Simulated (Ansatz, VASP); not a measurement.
## One calculation of BN, two programs

INCAR

```
SYSTEM = BN
AGGAC = 1.0
AGGAX = 1.0
ALDAC = 0.0
ALDAX = 1.0
ALGO = Normal
EDIFF = 1E-6
ENCUT = 520
GGA = B5
ISIF = 2
ISMEAR = -1
IVDW = 13
LASPH = .TRUE.
LCHARG = .TRUE.
LELF = .TRUE.
LREAL = .FALSE.
LVHAR = .TRUE.
LWAVE = .FALSE.
NBANDS = 16
NELM = 80
PREC = Accurate
SIGMA = 0.05
VDW_A1 = 0.44488865
VDW_A2 = 4.0933009
VDW_S6 = 1.0
VDW_S8 = 2.34076671
```

KPOINTS

```
k-points
0
G
  12 12 4
  0 0 0
```

The input POSCAR:

```
BN
1.0
    2.4644758610      0.0000000000      0.0000000000
   -1.2322379305      2.1342987027      0.0000000000
    0.0000000000      0.0000000000      6.5460173847
N B
2 2
Direct
    0.6666666667      0.3333333333      0.2500000000
    0.3333333333      0.6666666667      0.7500000000
    0.6666666667      0.3333333333      0.7500000000
    0.3333333333      0.6666666667      0.2500000000
```

Contents of input.yaml:

```yaml
crystal:
  lattice:
    - [2.464475861, 0.0, 0.0]
    - [-1.2322379305, 2.1342987027, 0.0]
    - [0.0, 0.0, 6.5460173847]
  atoms:
    - { symbol: "N", position: [0.6666666667, 0.3333333333, 0.25] }
    - { symbol: "N", position: [0.3333333333, 0.6666666667, 0.75] }
    - { symbol: B, position: [0.6666666667, 0.3333333333, 0.75] }
    - { symbol: B, position: [0.3333333333, 0.6666666667, 0.25] }
hamiltonian:
  xc: blyp
  pseudopotentials: { kind: paw }
  dispersion: d4
kpoints:
  mp_grid: { grid: [12, 12, 4] }
scf:
  occupations: { method: fermi_dirac, width: 0.05 }
output:
  forces: true
  stress: true
  eigenvalues: true
  write_density: true
  write_potential: true
  elf: true
  volumetric_format: npy
```

Alike in both runs: task single point; functional BLYP; dispersion D4; k mesh 12 × 12 × 4; occupations fermi-dirac, width 0.05 eV; no spin polarisation.

|  | VASP | Ansatz |
| --- | --- | --- |
| version | VASP 6.6.1 | Ansatz 0.2.0 |
| potentials or method | VASP PAW PBE potentials, release 64 (N, B) | Ansatz PAW |
| plane-wave cutoff (eV) | 520 | 420 |
| valence electrons in the cell | 16 | 16 |

Ansatz gave:

* gap on the k mesh at the Fermi level (eV): 4.41
* least direct gap on the mesh (eV): 4.81
* pressure (GPa): 12.9
* traceless stress, the component that is largest in VASP (GPa): -14.55

Problem. What did VASP give for the same quantities?

Solution. gap on the k mesh at the Fermi level (eV): 4.41; least direct gap on the mesh (eV): 4.82; pressure (GPa): 12.7; traceless stress, the component that is largest in VASP (GPa): -14.49.

VASP's potentials were made for PBE, not for BLYP.
